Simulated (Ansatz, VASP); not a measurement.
Rh in VASP and in Ansatz

```
Rh
1.0
    -2.36421    2.36421    1.33938
     2.36421   -2.36421    1.33938
     2.36421    2.36421   -1.33938
Rh
2
Direct
  0.00000 0.00000 0.00000
  0.75000 0.25000 0.50000
```

Alike in both runs: functional PBEsol; k mesh 8 × 8 × 8; occupations gaussian, width 0.1 eV; no spin polarisation.

Ansatz relaxed the structure, and its values are those at the end. VASP's run is a single point on that final structure, the one shown.

```csv
,VASP,Ansatz
version,VASP 6.6.1,Ansatz 0.2.0
potentials or method,"VASP PAW PBE potentials, release 64 (Rh_pv), cutoff 500 eV","scalar-relativistic, plane waves, PAW"
valence electrons in the cell,30,34
```

```csv
,VASP,Ansatz,Ansatz less VASP
gap on the k mesh at the Fermi level (eV),none,none,-
pressure (GPa),0.1,0.0,-0.05
```

VASP's potentials were made for PBE, not for PBEsol. A gap of «none» marks a metal or a gap that the smearing closes. VASP's potentials hold 30 valence electrons a cell and Ansatz's 34, so a difference there can come from the potentials and not from the codes.
